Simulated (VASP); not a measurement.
Input of a VASP 6.6.1 run:

The input INCAR:

```
SYSTEM = CoO
ALGO = Normal
EDIFF = 1E-6
ENCUT = 600
GGA = PE
GGA_COMPAT = .False.
ISIF = 2
ISMEAR = -1
ISPIN = 2
LASPH = .True.
LCHARG = .True.
LELF = .True.
LMAXMIX = 4
LORBIT = 11
LREAL = .False.
LVHAR = .True.
LWAVE = .False.
MAGMOM = 3 0
NBANDS = 22
NELM = 200
NUPDOWN = 3.0
PREC = Accurate
SIGMA = 0.05
```

Contents of KPOINTS:

```
k-points
0
Gamma
  9 9 9
  0 0 0
```

File POSCAR:

```
CoO
1.0
    1.5054695445      0.8691832468      2.4399269062
   -1.5054695445      0.8691832468      2.4399269062
    0.0000000000     -1.7383664936      2.4399269062
Co O
1 1
Direct
    0.0000000000      0.0000000000      0.0000000000
    0.5000000000      0.5000000000      0.5000000000
```

Potentials or basis: VASP PAW PBE potentials, release 64 (Co_sv, O).

Command:

```console
$ cat potpaw_PBE.64/Co_sv/POTCAR potpaw_PBE.64/O/POTCAR > POTCAR
$ mpirun -np 1 vasp_std > vasp.out
```

Task: What does it give for the pressure?

Result: -1.8 GPa.

Stress tensor (GPa, compression positive):
```
-1.68  0.00  0.00
 0.00 -1.68  0.00
 0.00  0.00 -2.16
```

Caveat: the total moment is fixed, so each spin has its own Fermi level; a cell with one magnetic atom can't hold antiferromagnetic order, which such compounds often take.
